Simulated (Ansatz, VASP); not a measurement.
**One calculation of SrMg3O4, two programs**

The input INCAR:

```
PREC     = Accurate       # precision mode
ENCUT    = 520            # plane-wave cutoff, eV
EDIFF    = 1E-6           # SCF threshold, eV
ISMEAR   = 0              # smearing method
SIGMA    = 0.1            # smearing width, eV
LREAL    = False          # projectors in reciprocal space
LASPH    = True           # aspherical terms in the spheres
NELM     = 100            # most SCF steps
ALGO     = Normal         # electronic algorithm
ISIF     = 2              # what is computed and relaxed
LWAVE    = False          # write WAVECAR
LCHARG   = False          # write CHGCAR
GGA      = PS             # functional
NBANDS   = 30             # bands
```

File KPOINTS:

```
Automatic mesh
0
Gamma
  6 6 2
```

POSCAR

```
SrMg3O4
1.0
    3.3014960000      0.0000000000      0.0000000000
    0.0000000000      3.3014960000      0.0000000000
    0.0000000000      0.0000000000      8.9796080000
Sr Mg O
1 3 4
Direct
    0.0000000000      0.0000000000      0.0000000000
    0.5000000000      0.5000000000      0.7276530000
    0.0000000000      0.0000000000      0.5000000000
    0.5000000000      0.5000000000      0.2723470000
    0.0000000000      0.0000000000      0.2749840000
    0.5000000000      0.5000000000      0.0000000000
    0.0000000000      0.0000000000      0.7250160000
    0.5000000000      0.5000000000      0.5000000000
```

Input for Ansatz:

```yaml
crystal:
  lattice:
    - [3.301496, 0.0, 0.0]
    - [0.0, 3.301496, 0.0]
    - [0.0, 0.0, 8.979608]
  atoms:
    - { symbol: Sr, position: [0.0, 0.0, 0.0] }
    - { symbol: Mg, position: [0.5, 0.5, 0.727653] }
    - { symbol: Mg, position: [0.0, 0.0, 0.5] }
    - { symbol: Mg, position: [0.5, 0.5, 0.272347] }
    - { symbol: O, position: [0.0, 0.0, 0.274984] }
    - { symbol: O, position: [0.5, 0.5, 0.0] }
    - { symbol: O, position: [0.0, 0.0, 0.725016] }
    - { symbol: O, position: [0.5, 0.5, 0.5] }
basis:
  ecutwfc: 420
kpoints:
  mp_grid: { grid: [6, 6, 2] }
hamiltonian:
  xc: pbesol
scf:
  occupations: { method: gaussian, width: 0.1 }
output:
  forces: true
  stress: true
  eigenvalues: true
```

Alike in both runs: task single point; functional PBEsol; k mesh 6 × 6 × 2; occupations gaussian, width 0.1 eV; no spin polarisation.

|  | VASP | Ansatz |
| --- | --- | --- |
| version | VASP 6.6.1 | Ansatz 0.2.0 |
| potentials or method | VASP PAW PBE potentials, release 64 (Sr_sv, Mg, O), cutoff 520 eV | scalar-relativistic, plane waves, PAW |
| valence electrons in the cell | 40 | 64 |

```csv
,VASP,Ansatz,Ansatz less VASP
gap on the k mesh at the Fermi level (eV),2.07,2.08,+0.011
least direct gap on the mesh (eV),2.26,2.30,+0.041
pressure (GPa),-4.3,-4.4,-0.14
"traceless stress, the component that is largest in VASP (GPa)",-0.45,-0.25,+0.199
rms of the force components (eV/Å),0.037,0.028,-0.0082
```

VASP's potentials were made for PBE, not for PBEsol. Atom by atom the forces differ by 0.012 eV/Å (rms over components). VASP's potentials hold 40 valence electrons a cell and Ansatz's 64, so a difference there can come from the potentials and not from the codes.
